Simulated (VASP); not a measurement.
# Be (P6_3/mmc) in VASP: notebook

Be is run at these levels: LDA; tasks: single point.

Everything below comes from runs of VASP 6.6.1. Logs are shortened: lines on timing, memory, paths and dates and some standing lists are left out, and cuts for length are marked.

## 1. The cell of the first run

Symmetry: P6_3/mmc, No. 194, hexagonal system. Conventional cell: a = 2.230 Å, b = 2.230 Å, c = 3.508 Å, α = 90.00°, β = 90.00°, γ = 120.00°. Within 2.9 Å of Be (site symmetry -6m2) lie 12 Be at 2.18 to 2.23 Å.

## 2. Single point, LDA

INCAR reads:

```
SYSTEM = Be
PREC = Accurate ; ENCUT = 520
EDIFF = 1E-6 ; ISMEAR = 0
SIGMA = 0.1 ; LREAL = .False.
LASPH = .True. ; NELM = 60
ALGO = Normal ; ISIF = 2
LWAVE = .False. ; LCHARG = .True.
GGA = CA ; LELF = .True.
LVHAR = .True. ; NBANDS = 9
```

KPOINTS reads:

```
Automatic mesh
0
Gamma
  16 16 9
  0 0 0
```

POSCAR reads:

```
Be
1.0
    2.2295160349      0.0000000000      0.0000000000
   -1.1147580175      1.9308175243      0.0000000000
    0.0000000000      0.0000000000      3.5083258361
Be
2
Direct
    0.3333333333      0.6666666667      0.2500000000
    0.6666666667      0.3333333333      0.7500000000
```

Potentials or basis: VASP PAW LDA potentials, release 64 (Be).

Run with:

```bash
> cat potpaw_LDA.64/Be/POTCAR > POTCAR
> mpirun -np 1 vasp_std > vasp.out
```

OUTCAR:

```text
SYSTEM = Be
   PREC = Accurate
   ENCUT = 520
   EDIFF = 1E-6
   ISMEAR = 0
   LREAL = .False.
   LASPH = .True.
   NELM = 60
   ISIF = 2
   GGA = CA

 ion  position               nearest neighbor table
   1  0.333  0.667  0.250-   2 2.18   2 2.18   2 2.18   2 2.18   2 2.18   2 2.18
   2  0.667  0.333  0.750-   1 2.18   1 2.18   1 2.18   1 2.18   1 2.18   1 2.18

  LATTYP: Found a hexagonal cell.
 ALAT       =     2.2295160349
 C/A-ratio  =     1.5735817914

  Lattice vectors:

 A1 = (   2.2295160349,   0.0000000000,   0.0000000000)
 A2 = (  -1.1147580175,   1.9308175243,   0.0000000000)
 A3 = (   0.0000000000,   0.0000000000,   3.5083258361)

Analysis of symmetry for initial positions (statically):
=====================================================================
 Subroutine PRICEL returns:
 Original cell was already a primitive cell.

 Routine SETGRP: Setting up the symmetry group for a
 hexagonal supercell.

 Subroutine GETGRP returns: Found 24 space group operations
 (whereof 12 operations were pure point group operations)
 out of a pool of 24 trial point group operations.

The static configuration has the point symmetry D_3d.
 The point group associated with its full space group is D_6h.

Analysis of symmetry for dynamics (positions and initial velocities):
=====================================================================
 Subroutine PRICEL returns:
 Original cell was already a primitive cell.

 Routine SETGRP: Setting up the symmetry group for a
 hexagonal supercell.

 Subroutine GETGRP returns: Found 24 space group operations
 (whereof 12 operations were pure point group operations)
 out of a pool of 24 trial point group operations.

The dynamic configuration has the point symmetry D_3d.
 The point group associated with its full space group is D_6h.

 Subroutine INISYM returns: Found 24 space group operations
 (whereof 12 operations are pure point group operations),
 and found     1 'primitive' translations

----------------------------------------------------------------------------------------

                                     Primitive cell

  volume of cell :      15.1026

  direct lattice vectors                    reciprocal lattice vectors
     2.229516035  0.000000000  0.000000000     0.448527835  0.258957666  0.000000000
    -1.114758018  1.930817524  0.000000000     0.000000000  0.517915332  0.000000000
     0.000000000  0.000000000  3.508325836     0.000000000  0.000000000  0.285036239

  length of vectors
     2.229516035  2.229516035  3.508325836     0.517915332  0.517915332  0.285036239

  position of ions in fractional coordinates (direct lattice)
     0.333333333  0.666666667  0.250000000
     0.666666667  0.333333333  0.750000000

  ion indices of the primitive-cell ions
   primitive index   ion index
                 1           1
                 2           2

----------------------------------------------------------------------------------------

 KPOINTS: Automatic mesh

Automatic generation of k-mesh.
 Grid dimensions read from file:
 generate k-points for:   16   16    9

 Generating k-lattice:

  Cartesian coordinates                     Fractional coordinates (reciprocal lattice)
     0.028032990  0.016184854  0.000000000     0.062500000  0.000000000  0.000000000
     0.000000000  0.032369708  0.000000000     0.000000000  0.062500000  0.000000000
     0.000000000  0.000000000  0.031670693     0.000000000  0.000000000  0.111111111

  Length of vectors
     0.032369708  0.032369708  0.031670693

  Shift w.r.t. Gamma in fractional coordinates (k-lattice)
     0.000000000  0.000000000  0.000000000

 Subroutine IBZKPT returns following result:
 ===========================================

 Found    150 irreducible k-points:

 Following reciprocal coordinates:
            Coordinates               Weight
  0.000000  0.000000  0.000000      1.000000
  0.062500  0.000000  0.000000      6.000000
  0.125000  0.000000  0.000000      6.000000
  0.187500  0.000000  0.000000      6.000000
  0.250000  0.000000  0.000000      6.000000
  0.312500  0.000000  0.000000      6.000000
[... 16 lines left out ...]
  0.187500  0.187500  0.000000      6.000000
  0.250000  0.187500  0.000000     12.000000
 [... further k-points ...]
   k-points           NKPTS =    150   k-points in BZ     NKDIM =    150   number of bands    NBANDS=      9
   number of dos      NEDOS =    301   number of ions     NIONS =      2
   total plane-waves  NPLWV =   9072
   dimension x,y,z NGX =    18 NGY =   18 NGZ =   28
   dimension x,y,z NGXF=    36 NGYF=   36 NGZF=   56
   ions per type =               2
   NGX,Y,Z   is equivalent  to a cutoff of  13.42, 13.42, 13.27 a.u.
   NGXF,Y,Z  is equivalent  to a cutoff of  26.84, 26.84, 26.54 a.u.
 SYSTEM =  Be
   PREC   = accura    normal or accurate (medium, high low for compatibility)
   ISTART =      0    job   : 0-new  1-cont  2-samecut
   ICHARG =      2    charge: 1-file 2-atom 10-const
   ISPIN  =      1    spin polarized calculation?
   LNONCOLLINEAR =      F non collinear calculations
   LSORBIT =      F    spin-orbit coupling
   LASPH  =      T    aspherical Exc in radial PAW
   ENCUT  =  520.0 eV  38.22 Ry    6.18 a.u.   4.15  4.15  6.52*2*pi/ulx,y,z
   NELM   =     60;   NELMIN=  2; NELMDL= -5     # of ELM steps
   EDIFF  = 0.1E-05   stopping-criterion for ELM
   LREAL  =      F    real-space projection
   EDIFFG = 0.1E-04   stopping-criterion for IOM
   NSW    =      0    number of steps for IOM
   IBRION =     -1    ionic relax: 0-MD 1-quasi-New 2-CG
   NFREE  =      0    steps in history (QN), initial steepest desc. (CG)
   ISIF   =      2    stress and relaxation
   ISYM   =      2    0-nonsym 1-usesym 2-fastsym
   POTIM  = 0.5000    time-step for ionic-motion
   TEBEG  =    0.0;   TEEND  =   0.0 temperature during run
   PSTRESS=    0.0 pullay stress
   NELECT =       4.0000    total number of electrons
   NUPDOWN=      -1.0000    fix difference up-down
   EMIN   =  10.00;   EMAX   =-10.00  energy-range for DOS
   EFERMI =   0.00;   METHOD = LEGACY
   ISMEAR =     0;   SIGMA  =   0.10  broadening in eV -4-tet -1-fermi 0-gaus
   EFERMI_NEDOS =   21; number of points for ismear=-14 and -15
   IALGO  =     38    algorithm
   IMIX   =      4    mixing-type and parameters
     AMIX     =   0.40;   BMIX     =  1.00
     AMIX_MAG =   1.60;   BMIX_MAG =  1.00
  volume/ion in A,a.u.               =       7.55        50.96
  Fermi-wavevector in a.u.,A,eV,Ry     =   1.051343  1.986749 15.038807  1.105321
  Thomas-Fermi vector in A             =   2.186382
   LORBIT       =      0    0 simple, 1 ext, 2 COOP (PROOUT), +10 PAW based schemes
   GGA     = CA    functional components
   LHFCALC =     F    Hartree Fock is set to
   AEXX    =    0.0000 exact exchange contribution
   IVDW    =     0    specifies the selected vdW correction
   LEPSILON=     F    determine dielectric tensor
   LRPA    =     F    only Hartree local field effects (RPA)
 non-spin polarized calculation
 Gauss-broadening in eV      SIGMA  =   0.10
  energy-cutoff  :      520.00
  volume of cell :       15.10
 maximum number of plane-waves:       424
 NGX is ok and might be reduce to    18
   NGX =  9   NGY =  9   NGZ = 13

 number of electron       4.0000000 magnetization

 Free energy of the ion-electron system (eV)
  ---------------------------------------------------
  ext. energy  EPLUGINS =         0.00000000
  ---------------------------------------------------
  free energy    TOTEN  =        -8.42408812 eV

  energy without entropy =       -8.42336067  energy(sigma->0) =       -8.42372439

 E-fermi :   7.0940     XC(G=0): -10.7733

 val. band max:        7.0926679879   @ k =   0.3125   0.1250   0.0000
 cond. band min:       7.1193552430   @ k =   0.2500   0.2500   0.1111
 fundamental gap:      0.0266872550
 Fermi energy:         7.0939801501

 k-point     1 :       0.0000    0.0000    0.0000
  band No.  band energies     occupation
      1      -4.3016      2.00000
      2       2.5474      2.00000
      3       8.5490      0.00000
      4      23.4467      0.00000
      5      23.4467      0.00000
      6      26.3776      0.00000
      7      26.3776      0.00000
      8      28.4988      0.00000
      9      35.1401      0.00000

 k-point     2 :       0.0625    0.0000    0.0000
  band No.  band energies     occupation
      1      -4.1895      2.00000
      2       2.6988      2.00000
      3       8.5719      0.00000
      4      22.5451      0.00000
      5      22.7576      0.00000
      6      26.3979      0.00000
      7      26.7213      0.00000
      8      28.2827      0.00000
      9      33.3162      0.00000

 k-point     3 :       0.1250    0.0000    0.0000
  band No.  band energies     occupation
      1      -3.8530      2.00000
      2       3.1526      2.00000
      3       8.6302      0.00000
      4      20.4149      0.00000
      5      21.4442      0.00000
      6      26.3407      0.00000
      7      26.9564      0.00000
      8      27.5045      0.00000
      9      30.8063      0.00000

 k-point     4 :       0.1875    0.0000    0.0000
  band No.  band energies     occupation
      1      -3.2913      2.00000
      2       3.9067      2.00000
      3       8.6766      0.00000
      4      17.9146      0.00000
      5      20.1084      0.00000
      6      25.8237      0.00000
      7      25.8802      0.00000
      8      26.6509      0.00000
      9      28.6051      0.00000
[... 205 lines left out ...]
 k-point    22 :       0.4375    0.1250    0.0000
  band No.  band energies     occupation
      1       2.4242      2.00000
      2       4.3522      2.00000
      3      11.2812      0.00000
      4      12.6775      0.00000
      5      14.1467      0.00000
      6      14.1887      0.00000
      7      20.3522      0.00000
      8      23.6950      0.00000
      9      25.8275      0.00000

 k-point    23 :       0.1875    0.1875    0.0000
  band No.  band energies     occupation
      1      -1.2562      2.00000
      2       6.5920      2.00000
      3       8.6374      0.00000
      4      12.8249      0.00000
      5      16.0484      0.00000
      6      21.4572      0.00000
      7      23.5348      0.00000
      8      24.1140      0.00000
      9      26.6184      0.00000

 k-point    24 :       0.2500    0.1875    0.0000
  band No.  band energies     occupation
      1      -0.1243      2.00000
      2       8.0531      0.00000
      3       8.1610      0.00000
      4      11.1268      0.00000
      5      15.1644      0.00000
      6      19.3432      0.00000
      7      22.4788      0.00000
      8      23.5382      0.00000
      9      24.7700      0.00000

 [... further k-points ...]
[... 5 lines left out ...]
  --------------------------------------------------------------------------------------
  -------------------------------------------------------------------------------------
  Total        0.0453969      0.0453969      0.0315232     -0.0000000      0.0000000     -0.0000000
  in kB        4.8159869      4.8159869      3.3441755     -0.0000000      0.0000000     -0.0000000
  external PRESSURE =       4.3253831 kB  Pullay stress =       0.0000000 kB

 VOLUME and BASIS-vectors are now :
 -----------------------------------------------------------------------------
  energy-cutoff  :      520.00
  volume of cell :       15.10
      direct lattice vectors                 reciprocal lattice vectors
     2.229516035  0.000000000  0.000000000     0.448527835  0.258957666  0.000000000
    -1.114758018  1.930817524  0.000000000     0.000000000  0.517915332  0.000000000
     0.000000000  0.000000000  3.508325836     0.000000000  0.000000000  0.285036239

 POSITION                                       TOTAL-FORCE (eV/Angst)
 -----------------------------------------------------------------------------------
     -0.00000      1.28721      0.87708         0.000000      0.000000      0.000000
      1.11476      0.64361      2.63124        -0.000000      0.000000      0.000000
 -----------------------------------------------------------------------------------
    total drift:                                0.000000     -0.000000      0.000000

  FREE ENERGIE OF THE ION-ELECTRON SYSTEM (eV)
  ---------------------------------------------------
  free  energy   TOTEN  =        -8.4240881196 eV

  energy  without entropy=       -8.4233606652  energy(sigma->0) =       -8.42372439
```

Run time: 6.2 s. Hardware: 1 thread of Intel Xeon 6975P-C (Granite Rapids), shared host; peak memory 0.12 GiB.

Results:

```
Free energy            : -8.4241 eV
Pressure               : 0.4 GPa
Band gap on the k mesh : zero (band 2 reaches 8.05 eV, above the bottom of band 3 at 6.47 eV)
```

Stress tensor (GPa, compression positive):
```
0.48 0.00 0.00
0.00 0.48 0.00
0.00 0.00 0.33
```

## 3. Single point, LDA

INCAR reads:

```
ALGO = Normal
EDIFF = 1E-6
ENCUT = 520
ISIF = 2
ISMEAR = 0
LASPH = True
LCHARG = True
LELF = True
LREAL = False
LVHAR = True
LWAVE = False
NBANDS = 9
NELM = 60
PREC = Accurate
SIGMA = 0.2
```

KPOINTS reads:

```
k-points
0
Gamma
  16 16 9
```

POSCAR is that of step 2.

Potentials or basis: VASP PAW LDA potentials, release 64 (Be).

Run with:

```bash
> cat potpaw_LDA.64/Be/POTCAR > POTCAR
> mpirun -np 1 vasp_std > vasp.out
```

Run time: 6.3 s. Hardware: 1 thread of Intel Xeon 6975P-C (Granite Rapids), shared host; peak memory 0.12 GiB.

Results (log left out):

- Free energy: -8.4249 eV
- Pressure: 0.4 GPa
- Band gap on the k mesh: zero (band 2 reaches 8.05 eV, above the bottom of band 3 at 6.47 eV)

Levels at points of the mesh, in eV from the Fermi level:
```csv
k point,band 1,band 2,band 3,band 4,band 5,band 6
"(0.00, 0.00, 0.00)",-11.37,-4.52,1.48,16.38,16.38,19.31
"(0.50, 0.00, 0.00)",-5.08,-3.05,3.76,6.75,7.15,9.66
```

## 4. Single point, LDA

INCAR reads:

```
  PREC = Accurate
  ENCUT = 520
  EDIFF = 1E-6
  ISMEAR = 0
  SIGMA = 0.3
  LREAL = F
  LASPH = T
  NELM = 60
  ALGO = Normal
  ISIF = 2
  LWAVE = F
  LCHARG = F
  GGA = CA
  NBANDS = 9
```

KPOINTS reads:

```
Automatic mesh
0
Gamma
  16 16 9
```

POSCAR is that of step 3.

Potentials or basis: VASP PAW LDA potentials, release 64 (Be).

Run with:

```bash
> cat potpaw_LDA.64/Be/POTCAR > POTCAR
> mpirun -np 1 vasp_std > vasp.out
```

OUTCAR:

```text
PREC = Accurate
   ENCUT = 520
   EDIFF = 1E-6
   ISMEAR = 0
   LREAL = F
   LASPH = T
   NELM = 60
   ISIF = 2
   GGA = CA

 ion  position               nearest neighbor table
   1  0.333  0.667  0.250-   2 2.18   2 2.18   2 2.18   2 2.18   2 2.18   2 2.18
   2  0.667  0.333  0.750-   1 2.18   1 2.18   1 2.18   1 2.18   1 2.18   1 2.18

  LATTYP: Found a hexagonal cell.
 ALAT       =     2.2295160349
 C/A-ratio  =     1.5735817914

  Lattice vectors:

 A1 = (   2.2295160349,   0.0000000000,   0.0000000000)
 A2 = (  -1.1147580175,   1.9308175243,   0.0000000000)
 A3 = (   0.0000000000,   0.0000000000,   3.5083258361)

Analysis of symmetry for initial positions (statically):
=====================================================================
 Subroutine PRICEL returns:
 Original cell was already a primitive cell.

 Routine SETGRP: Setting up the symmetry group for a
 hexagonal supercell.

 Subroutine GETGRP returns: Found 24 space group operations
 (whereof 12 operations were pure point group operations)
 out of a pool of 24 trial point group operations.

[... 164 lines left out ...]

 E-fermi :   7.0736     XC(G=0): -10.7733

 val. band max:        6.7792170061   @ k =   0.3125   0.1875   0.0000
 cond. band min:       7.0925970792   @ k =   0.3125   0.1250   0.0000
 fundamental gap:      0.3133800731
 Fermi energy:         7.0735877921

 k-point     1 :       0.0000    0.0000    0.0000
  band No.  band energies     occupation
      1      -4.3016      2.00000
      2       2.5475      2.00000
      3       8.5489      0.00000
      4      23.4467      0.00000
      5      23.4467      0.00000
      6      26.3776      0.00000
      7      26.3776      0.00000
      8      28.4989      0.00000
      9      35.1401      0.00000
[... 265 lines left out ...]
 k-point    24 :       0.2500    0.1875    0.0000
  band No.  band energies     occupation
      1      -0.1243      2.00000
      2       8.0532      0.00000
      3       8.1609      0.00000
      4      11.1268      0.00000
      5      15.1643      0.00000
      6      19.3433      0.00000
      7      22.4787      0.00000
      8      23.5381      0.00000
      9      24.7701      0.00000

 [... further k-points ...]
[... 5 lines left out ...]
  --------------------------------------------------------------------------------------
  -------------------------------------------------------------------------------------
  Total        0.0376672      0.0376672      0.0473883     -0.0000000      0.0000000     -0.0000000
  in kB        3.9959718      3.9959718      5.0272489     -0.0000000      0.0000000     -0.0000000
  external PRESSURE =       4.3397309 kB  Pullay stress =       0.0000000 kB

 VOLUME and BASIS-vectors are now :
 -----------------------------------------------------------------------------
  energy-cutoff  :      520.00
  volume of cell :       15.10
      direct lattice vectors                 reciprocal lattice vectors
     2.229516035  0.000000000  0.000000000     0.448527835  0.258957666  0.000000000
    -1.114758018  1.930817524  0.000000000     0.000000000  0.517915332  0.000000000
     0.000000000  0.000000000  3.508325836     0.000000000  0.000000000  0.285036239

 POSITION                                       TOTAL-FORCE (eV/Angst)
 -----------------------------------------------------------------------------------
     -0.00000      1.28721      0.87708         0.000000      0.000000      0.000000
      1.11476      0.64361      2.63124        -0.000000      0.000000      0.000000
 -----------------------------------------------------------------------------------
    total drift:                                0.000000     -0.000000      0.000000

  FREE ENERGIE OF THE ION-ELECTRON SYSTEM (eV)
  ---------------------------------------------------
  free  energy   TOTEN  =        -8.4260188656 eV

  energy  without entropy=       -8.4218155286  energy(sigma->0) =       -8.42391720
```

OSZICAR:

```text
N       E                     dE             d eps       ncg     rms          rms(c)
DAV:   1    -0.429236054641E+01   -0.42924E+01   -0.18423E+03  2764   0.368E+02
DAV:   2    -0.843345041018E+01   -0.41411E+01   -0.40290E+01  3923   0.463E+01
DAV:   3    -0.848332769810E+01   -0.49877E-01   -0.49141E-01  3006   0.343E+00
DAV:   4    -0.848338748203E+01   -0.59784E-04   -0.59782E-04  3235   0.982E-02
DAV:   5    -0.848338748721E+01   -0.51778E-08   -0.57074E-08  2977   0.125E-03    0.128E+00
DAV:   6    -0.844406608899E+01    0.39321E-01   -0.26545E-03  2997   0.338E-01    0.770E-01
DAV:   7    -0.842602811859E+01    0.18038E-01   -0.43410E-03  3177   0.423E-01    0.203E-02
DAV:   8    -0.842601993963E+01    0.81790E-05   -0.12627E-05  2956   0.278E-02    0.538E-03
DAV:   9    -0.842601887140E+01    0.10682E-05   -0.55709E-07  2982   0.569E-03    0.589E-04
DAV:  10    -0.842601886561E+01    0.57900E-08   -0.19886E-09  1534   0.344E-04
   1 F= -.84260189E+01 E0= -.84239172E+01  d E =-.420334E-02
```

stdout:

```text
POSCAR found type information on POSCAR Be
 POSCAR found :  1 types and       2 ions
 scaLAPACK will be used
 LDA part: xc-table for (Slater(with rela. corr.)+CA(PZ))
 , standard interpolation
 POSCAR, INCAR and KPOINTS ok, starting setup
 FFT: planning ... GRIDC
 FFT: planning ... GRID_SOFT
 FFT: planning ... GRID
 WAVECAR not read
 entering main loop
```

Wall time 6.1 s (1 thread of Intel Xeon 6975P-C (Granite Rapids), shared host); peak memory 0.12 GiB.

What came out:

| Property | Result |
| --- | --- |
| Free energy | -8.4260 eV |
| Pressure | 0.4 GPa |
| Band gap on the k mesh | zero (band 2 reaches 8.05 eV, above the bottom of band 3 at 6.47 eV) |

[end of part 1 of 2]
